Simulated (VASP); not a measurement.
A run of VASP 6.6.1:

File INCAR:

```
PREC = Accurate
ENCUT = 520
EDIFF = 1E-7
ISMEAR = 0
SIGMA = 0.02
LREAL = F
LASPH = T
NELM = 100
ALGO = Normal
ISIF = 2
LWAVE = F
LCHARG = F
GGA = PS
NBANDS = 11
```

KPOINTS

```
Automatic mesh
0
Gamma
  14 14 14
```

The input POSCAR:

```
HBr
1.0
    0.0000000000      2.9645131727      2.9645131727
    1.6587007261      0.0000000000      2.9645131727
    1.6587007261      2.9645131727      0.0000000000
H Br
1 1
Direct
    0.0000000000      0.0000000000      0.0000000000
    0.5000000000      0.5000000000      0.5000000000
```

Potentials or basis: VASP PAW PBE potentials, release 64 (H, Br).

Launch:

```bash
$ cat potpaw_PBE.64/H/POTCAR potpaw_PBE.64/Br/POTCAR > POTCAR
$ mpirun -np 1 vasp_std > vasp.out
```

Hardware: 1 thread of Intel(R) Xeon(R) 6975P-C (Granite Rapids), on a shared host.

How long does it take, and how much memory?

Wall time 32 s on 1 thread of Intel(R) Xeon(R) 6975P-C (Granite Rapids), on a shared host, peak memory 0.22 GiB. Counts: scf iterations 12, k points 244.
